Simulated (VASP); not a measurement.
Set up this calculation in VASP 6.6.1, as the native input.

| Property | Result |
| --- | --- |
| Task | single point |
| Functional | LDA |
| Potentials or basis | VASP PAW LDA potentials, release 64 (Sn_d, O) |
| Cutoff | 520 eV |
| k mesh | 10 × 10 × 10 |
| Occupations | fermi-dirac, width 0.05 eV |
| Spin | no spin polarisation |
| Dipole correction | no |
| Further INCAR settings | ALGO = Normal; EDIFF = 1e-06; NBANDS = 20 |

The structure of SnO2 lies in POSCAR:

```
SnO2
1.0
    1.6383730560      0.9459151249      4.8637655204
   -1.6383730560      0.9459151249      4.8637655204
    0.0000000000     -1.8918302499      4.8637655204
Sn O
1 2
Direct
    0.5000000000      0.5000000000      0.5000000000
    0.7628300000      0.7628300000      0.7628300000
    0.2371700000      0.2371700000      0.2371700000
```

These files were run (other wordings do the same):

INCAR

```
  PREC = Accurate
  ENCUT = 520
  EDIFF = 1E-6
  ISMEAR = -1
  SIGMA = 0.05
  LREAL = False
  LASPH = True
  NELM = 80
  ALGO = Normal
  ISIF = 2
  LWAVE = False
  LCHARG = False
  GGA = CA
  NBANDS = 20
```

KPOINTS

```
Automatic mesh
0
Gamma
  10 10 10
```

Potentials or basis: VASP PAW LDA potentials, release 64 (Sn_d, O).

The run is started by

```sh
$ cat potpaw_LDA.64/Sn_d/POTCAR potpaw_LDA.64/O/POTCAR > POTCAR
$ mpirun -np 1 vasp_std > vasp.out
```

Results of the run:

The pressure is -12.9 GPa and the largest force is 0.978 eV/Å. The band gap on the k mesh is 1.54 eV (least direct gap 1.63 eV).

Caveat: the cell stands under tension; spin-orbit coupling is left out, which moves the levels of the heavy elements.

Run time: 2.9 min on 1 thread of Intel Xeon 8259CL, with other jobs on the host, peak memory 0.26 GiB.
